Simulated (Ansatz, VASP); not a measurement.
## One calculation of Y3AlN4, two programs

Contents of INCAR:

```
ALGO = Normal
EDIFF = 1E-6
EDIFFG = -0.01
ENCUT = 600
GGA = PE
IBRION = 2
ISIF = 3
ISMEAR = 0
LASPH = T
LCHARG = F
LREAL = F
LWAVE = F
NELM = 60
NSW = 100
PREC = Accurate
SIGMA = 0.02
```

KPOINTS

```
k-points
0
Gamma
  10 10 10
```

POSCAR

```
Y3AlN4
1.0
   -2.4089870739      2.4089870739      4.6502237994
    2.4089870739     -2.4089870739      4.6502237994
    2.4089870739      2.4089870739     -4.6502237994
Y Al N
3 1 4
Direct
    0.7500000000      0.2500000000      0.5000000000
    0.2500000000      0.7500000000      0.5000000000
    0.5000000000      0.5000000000      0.0000000000
    0.0000000000      0.0000000000      0.0000000000
    0.5000000000      0.0000000000      0.5000000000
    0.0000000000      0.5000000000      0.5000000000
    0.2289252843      0.2289252843      0.0000000000
    0.7710747157      0.7710747157      0.0000000000
```

Input for Ansatz:

```yaml
crystal:
  lattice:
    - [-2.4089870739, 2.4089870739, 4.6502237994]
    - [2.4089870739, -2.4089870739, 4.6502237994]
    - [2.4089870739, 2.4089870739, -4.6502237994]
  atoms:
    - { symbol: "Y", position: [0.75, 0.25, 0.5] }
    - { symbol: "Y", position: [0.25, 0.75, 0.5] }
    - { symbol: "Y", position: [0.5, 0.5, 0.0] }
    - { symbol: Al, position: [0.0, 0.0, 0.0] }
    - { symbol: "N", position: [0.5, 0.0, 0.5] }
    - { symbol: "N", position: [0.0, 0.5, 0.5] }
    - { symbol: "N", position: [0.2289252843, 0.2289252843, 0.0] }
    - { symbol: "N", position: [0.7710747157, 0.7710747157, 0.0] }
basis:
  ecutwfc: 420
kpoints:
  mp_grid: { grid: [10, 10, 10] }
hamiltonian:
  xc: pbe
scf:
  occupations: { method: gaussian, width: 0.02 }
output:
  forces: true
  stress: true
  eigenvalues: true
  write_density: true
  write_potential: true
  elf: true
  volumetric_format: npy
relax:
  adjacent_minimum: "off"
  f_tol: 0.01
  max_steps: 80
  cell: { stress_tol: 0.05 }
```

Alike in both runs: task relaxation of cell and atoms; functional PBE; k mesh 10 × 10 × 10; occupations gaussian, width 0.02 eV; no spin polarisation.

```csv
,VASP,Ansatz
version,VASP 6.6.1,Ansatz 0.2.0
potentials or method,"VASP PAW PBE potentials, release 64 (Y_sv, Al, N), cutoff 600 eV","scalar-relativistic, plane waves, PAW"
valence electrons in the cell,56,56
```

VASP gave:

| Property | Result |
| --- | --- |
| gap on the k mesh at the Fermi level, each at its own relaxed structure (eV) | 0.47 |
| relaxed volume (Å³/atom) | 13.47 |
| relaxed cell length with the largest relative difference (Å) | 5.762 |

Question: Which values does Ansatz return?

Answer: gap on the k mesh at the Fermi level, each at its own relaxed structure (eV): 0.48; relaxed volume (Å³/atom): 13.50; relaxed cell length with the largest relative difference (Å): 5.766.
